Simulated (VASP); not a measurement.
# Si (P1) in VASP: single point with LDA

Aim: the single point of Si with LDA.

Everything below comes from runs of VASP 6.6.1. Logs are shortened: lines on timing, memory, paths and dates and some standing lists are left out, and cuts for length are marked.

**1. The cell of the first run**

The typed cell holds 4 atoms: a = 5.036 Å, b = 4.959 Å, c = 5.113 Å, α = 101.63°, β = 97.00°, γ = 134.14°.

**2. Single point, LDA (atoms moved at random and the cell strained at random)**

Contents of INCAR:

```
PREC = Accurate
ENCUT = 520
EDIFF = 1E-6
ISMEAR = 0
SIGMA = 0.03
LREAL = False
LASPH = True
NELM = 80
ALGO = Fast
ISIF = 2
LWAVE = False
LCHARG = False
GGA = CA
NBANDS = 16
```

Contents of KPOINTS:

```
Automatic mesh
0
Gamma
  10 10 10
```

Contents of POSCAR:

```
Si
1.0
   -3.2025289441      3.3337276793      1.9989901956
    3.1225720013     -3.3536545835      1.8951445044
    3.2404085323      3.3915341716     -2.0334616568
Si
4
Direct
    0.2361805886      0.1341245021      0.3235508066
    0.8315995797      0.8089761753      0.6818242419
    0.1929315262      0.9068452257      0.0035770819
    0.7392883056      0.1500540969     -0.0089521304
```

Potentials or basis: VASP PAW LDA potentials, release 64 (Si).

Command:

```bash
cat potpaw_LDA.64/Si/POTCAR > POTCAR
mpirun -np 1 vasp_std > vasp.out
```

OUTCAR:

```text
PREC = Accurate
   ENCUT = 520
   EDIFF = 1E-6
   ISMEAR = 0
   LREAL = False
   LASPH = True
   NELM = 80
   ISIF = 2
   GGA = CA

 ion  position               nearest neighbor table
   1  0.236  0.134  0.324-   3 1.68   2 2.40   2 2.76   4 2.91   2 3.03
   2  0.832  0.809  0.682-   3 1.99   1 2.40   4 2.40   1 2.76   1 3.03
   3  0.193  0.907  0.004-   1 1.68   2 1.99   4 2.12   4 2.69
   4  0.739  0.150  0.991-   3 2.12   2 2.40   3 2.69   1 2.91

  LATTYP: Found a triclinic cell.
 ALAT       =     4.9587324652
 B/A-ratio  =     1.3562854857
 C/A-ratio  =     0.7854842903
 COS(alpha) =     0.0103558569
 COS(beta)  =     0.3726309783
 COS(gamma) =     0.6747054399

  Lattice vectors:

 A1 = (  -3.1225720013,   3.3536545835,  -1.8951445044)
 A2 = (   0.0378795882,   6.7252618509,  -0.0344714612)
 A3 = (   0.0799569428,   0.0199269042,  -3.8941347000)

Analysis of symmetry for initial positions (statically):
=====================================================================
 Subroutine PRICEL returns:
 Original cell was already a primitive cell.

 Routine SETGRP: Setting up the symmetry group for a
 triclinic supercell.

 Subroutine GETGRP returns: Found  1 space group operations
 (whereof  1 operations were pure point group operations)
 out of a pool of  2 trial point group operations.

The static configuration has the point symmetry C_1 .

Analysis of symmetry for dynamics (positions and initial velocities):
=====================================================================
 Subroutine PRICEL returns:
 Original cell was already a primitive cell.

 Routine SETGRP: Setting up the symmetry group for a
 triclinic supercell.

 Subroutine GETGRP returns: Found  1 space group operations
 (whereof  1 operations were pure point group operations)
 out of a pool of  2 trial point group operations.

The dynamic configuration has the point symmetry C_1 .

 Subroutine INISYM returns: Found  1 space group operations
 (whereof  1 operations are pure point group operations),
 and found     1 'primitive' translations

----------------------------------------------------------------------------------------

                                     Primitive cell

  volume of cell :      83.2782

  direct lattice vectors                    reciprocal lattice vectors
    -3.202528944  3.333727679  1.998990196     0.004708081  0.149987260  0.257660637
     3.122572001 -3.353654584  1.895144504     0.162811478  0.000416374  0.260141542
     3.240408532  3.391534172 -2.033461657     0.156365223  0.147832712  0.003967077

  length of vectors
     5.036456461  4.958732465  5.112506020     0.298173352  0.306889838  0.215221587

  position of ions in fractional coordinates (direct lattice)
     0.236180589  0.134124502  0.323550807
     0.831599580  0.808976175  0.681824242
     0.192931526  0.906845226  0.003577082
     0.739288306  0.150054097  0.991047870

  ion indices of the primitive-cell ions
   primitive index   ion index
                 1           1
                 2           2
                 3           3
                 4           4

----------------------------------------------------------------------------------------

 KPOINTS: Automatic mesh

Automatic generation of k-mesh.
 Grid dimensions read from file:
 generate k-points for:   10   10   10

 Generating k-lattice:

  Cartesian coordinates                     Fractional coordinates (reciprocal lattice)
     0.000470808  0.014998726  0.025766064     0.100000000  0.000000000  0.000000000
     0.016281148  0.000041637  0.026014154    -0.000000000  0.100000000  0.000000000
     0.015636522  0.014783271  0.000396708    -0.000000000  0.000000000  0.100000000

  Length of vectors
     0.029817335  0.030688984  0.021522159

  Shift w.r.t. Gamma in fractional coordinates (k-lattice)
     0.000000000  0.000000000  0.000000000

 Subroutine IBZKPT returns following result:
 ===========================================

 Found    504 irreducible k-points:

 Following reciprocal coordinates:
            Coordinates               Weight
  0.000000  0.000000  0.000000      1.000000
  0.100000  0.000000 -0.000000      2.000000
  0.200000  0.000000 -0.000000      2.000000
  0.300000  0.000000 -0.000000      2.000000
  0.400000  0.000000 -0.000000      2.000000
  0.500000  0.000000  0.000000      1.000000
[... 16 lines left out ...]
 -0.400000  0.200000  0.000000      2.000000
 -0.300000  0.200000 -0.000000      2.000000
 [... further k-points ...]
   k-points           NKPTS =    504   k-points in BZ     NKDIM =    504   number of bands    NBANDS=     16
   number of dos      NEDOS =    301   number of ions     NIONS =      4
   total plane-waves  NPLWV =  64000
   dimension x,y,z NGX =    40 NGY =   40 NGZ =   40
   dimension x,y,z NGXF=    80 NGYF=   80 NGZF=   80
   ions per type =               4
   NGX,Y,Z   is equivalent  to a cutoff of  13.20, 13.41, 13.01 a.u.
   NGXF,Y,Z  is equivalent  to a cutoff of  26.41, 26.82, 26.01 a.u.
 SYSTEM =  unknown system
   PREC   = accura    normal or accurate (medium, high low for compatibility)
   ISTART =      0    job   : 0-new  1-cont  2-samecut
   ICHARG =      2    charge: 1-file 2-atom 10-const
   ISPIN  =      1    spin polarized calculation?
   LNONCOLLINEAR =      F non collinear calculations
   LSORBIT =      F    spin-orbit coupling
   LASPH  =      T    aspherical Exc in radial PAW
   ENCUT  =  520.0 eV  38.22 Ry    6.18 a.u.   9.36  9.22  9.51*2*pi/ulx,y,z
   NELM   =     80;   NELMIN=  2; NELMDL= -5     # of ELM steps
   EDIFF  = 0.1E-05   stopping-criterion for ELM
   LREAL  =      F    real-space projection
   EDIFFG = 0.1E-04   stopping-criterion for IOM
   NSW    =      0    number of steps for IOM
   IBRION =     -1    ionic relax: 0-MD 1-quasi-New 2-CG
   NFREE  =      0    steps in history (QN), initial steepest desc. (CG)
   ISIF   =      2    stress and relaxation
   ISYM   =      2    0-nonsym 1-usesym 2-fastsym
   POTIM  = 0.5000    time-step for ionic-motion
   TEBEG  =    0.0;   TEEND  =   0.0 temperature during run
   PSTRESS=    0.0 pullay stress
   NELECT =      16.0000    total number of electrons
   NUPDOWN=      -1.0000    fix difference up-down
   EMIN   =  10.00;   EMAX   =-10.00  energy-range for DOS
   EFERMI =   0.00;   METHOD = LEGACY
   ISMEAR =     0;   SIGMA  =   0.03  broadening in eV -4-tet -1-fermi 0-gaus
   EFERMI_NEDOS =   21; number of points for ismear=-14 and -15
   IALGO  =     68    algorithm
   IMIX   =      4    mixing-type and parameters
     AMIX     =   0.40;   BMIX     =  1.00
     AMIX_MAG =   1.60;   BMIX_MAG =  1.00
  volume/ion in A,a.u.               =      20.82       140.50
  Fermi-wavevector in a.u.,A,eV,Ry     =   0.944650  1.785130 12.141348  0.892364
  Thomas-Fermi vector in A             =   2.072475
   LORBIT       =      0    0 simple, 1 ext, 2 COOP (PROOUT), +10 PAW based schemes
   GGA     = CA    functional components
   LHFCALC =     F    Hartree Fock is set to
   AEXX    =    0.0000 exact exchange contribution
   IVDW    =     0    specifies the selected vdW correction
   LEPSILON=     F    determine dielectric tensor
   LRPA    =     F    only Hartree local field effects (RPA)
 non-spin polarized calculation
 RMM-DIIS sequential band-by-band and
 Gauss-broadening in eV      SIGMA  =   0.03
  energy-cutoff  :      520.00
  volume of cell :       83.28
 maximum number of plane-waves:      2262
 NGX is ok and might be reduce to    40
   NGX = 19   NGY = 19   NGZ = 19

 number of electron      15.9999999 magnetization

 Free energy of the ion-electron system (eV)
  ---------------------------------------------------
  ext. energy  EPLUGINS =         0.00000000
  ---------------------------------------------------
  free energy    TOTEN  =       -15.75179490 eV

  energy without entropy =      -15.75138373  energy(sigma->0) =      -15.75158932

 E-fermi :   5.3396     XC(G=0):  -9.3271

 val. band max:        5.3363395273   @ k =   0.4000  -0.3000   0.4000
 cond. band min:       5.3500442660   @ k =   0.2000  -0.2000   0.2000
 fundamental gap:      0.0137047387
 Fermi energy:         5.3396086864

 k-point     1 :       0.0000    0.0000    0.0000
  band No.  band energies     occupation
      1      -7.4804      2.00000
      2      -1.8392      2.00000
      3      -1.7070      2.00000
      4      -0.0259      2.00000
      5       0.7821      2.00000
      6       3.1678      2.00000
[... 8 lines left out ...]
     15      11.0490      0.00000
     16      11.5787      0.00000

 k-point     2 :       0.1000    0.0000   -0.0000
  band No.  band energies     occupation
      1      -7.3860      2.00000
      2      -1.9827      2.00000
      3      -1.8071      2.00000
      4       0.1526      2.00000
      5       0.9611      2.00000
      6       2.7905      2.00000
[... 8 lines left out ...]
     15      10.5246      0.00000
     16      12.0136      0.00000

 k-point     3 :       0.2000    0.0000   -0.0000
  band No.  band energies     occupation
      1      -7.1108      2.00000
      2      -2.3636      2.00000
      3      -2.0012      2.00000
      4       0.4935      2.00000
      5       1.3555      2.00000
      6       2.1743      2.00000
[... 8 lines left out ...]
     15      10.9395      0.00000
     16      11.7699      0.00000

 k-point     4 :       0.3000    0.0000   -0.0000
  band No.  band energies     occupation
      1      -6.6858      2.00000
      2      -2.9464      2.00000
      3      -2.1229      2.00000
      4       0.6274      2.00000
      5       1.4140      2.00000
      6       2.0376      2.00000
[... 8 lines left out ...]
     15      11.1960      0.00000
     16      12.5917      0.00000
[... 324 lines left out ...]
 k-point    22 :       0.5000    0.2000    0.0000
  band No.  band energies     occupation
      1      -6.3937      2.00000
      2      -3.6669      2.00000
      3      -2.1508      2.00000
      4       0.2690      2.00000
      5       1.4234      2.00000
      6       2.1748      2.00000
[... 8 lines left out ...]
     15      11.7825      0.00000
     16      12.2523      0.00000

 k-point    23 :      -0.4000    0.2000    0.0000
  band No.  band energies     occupation
      1      -6.8205      2.00000
      2      -3.4932      2.00000
      3      -1.8502      2.00000
      4       0.4806      2.00000
      5       1.7063      2.00000
      6       2.5013      2.00000
[... 8 lines left out ...]
     15      11.1816      0.00000
     16      11.8686      0.00000

 k-point    24 :      -0.3000    0.2000   -0.0000
  band No.  band energies     occupation
      1      -7.1465      2.00000
      2      -3.2889      2.00000
      3      -1.4925      2.00000
      4       0.2207      2.00000
      5       2.0922      2.00000
      6       2.8179      2.00000
[... 8 lines left out ...]
     15      11.1344      0.00000
     16      11.6698      0.00000

 [... further k-points ...]

------------------------ aborting loop because EDIFF is reached ----------------------------------------

  FORCE on cell =-STRESS in cart. coord.  units (eV):
  Direction    XX          YY          ZZ          XY          YZ          ZX
  --------------------------------------------------------------------------------------
  -------------------------------------------------------------------------------------
  Total       33.7398800     11.1677613     -0.8383755     10.1400453      3.6252195     -4.1090833
  in kB      649.1165069    214.8548900    -16.1293801    195.0828156     69.7450551    -79.0540393
  external PRESSURE =     282.6140056 kB  Pullay stress =       0.0000000 kB

 VOLUME and BASIS-vectors are now :
 -----------------------------------------------------------------------------
  energy-cutoff  :      520.00
  volume of cell :       83.28
      direct lattice vectors                 reciprocal lattice vectors
    -3.202528944  3.333727679  1.998990196     0.004708081  0.149987260  0.257660637
     3.122572001 -3.353654584  1.895144504     0.162811478  0.000416374  0.260141542
     3.240408532  3.391534172 -2.033461657     0.156365223  0.147832712  0.003967077

 POSITION                                       TOTAL-FORCE (eV/Angst)
 -----------------------------------------------------------------------------------
      0.71088      1.43489      0.06838        23.344722      5.686382     -2.436566
      2.07225      2.37173      1.80902        -1.334397     -6.741023     -0.281088
      2.22541     -2.38593      2.09700       -20.030342     -1.307801     -0.434013
      1.31236      5.32253     -0.25305        -1.979983      2.362443      3.151667
 -----------------------------------------------------------------------------------
    total drift:                               -0.000011     -0.000034     -0.000038

  FREE ENERGIE OF THE ION-ELECTRON SYSTEM (eV)
  ---------------------------------------------------
  free  energy   TOTEN  =       -15.7517949047 eV

  energy  without entropy=      -15.7513837267  energy(sigma->0) =      -15.75158932
```

It took 12 min on 1 thread of Oxide Virtual Turin-like, shared host; peak memory 0.52 GiB.

What came out:

- Free energy: -15.7518 eV
- Pressure: 28.3 GPa
- Largest force: 24.151 eV/Å
- Band gap on the k mesh: zero (bands 8 and 9 overlap by 1.09 eV)

Forces on the atoms (eV/Å):
```
Si   23.345   5.686  -2.437
Si   -1.334  -6.741  -0.281
Si  -20.030  -1.308  -0.434
Si   -1.980   2.362   3.152
```

Stress tensor (GPa, compression positive):
```
64.91 19.51 -7.91
19.51 21.49  6.97
-7.91  6.97 -1.61
```

Caveat: the cell differs from its parent crystal (atoms moved at random and the cell strained at random); the stress differs along the axes, from -2 to 65 GPa; forces of over 1 eV/Å act on the atoms, so gaps and moduli don't describe the material at rest.
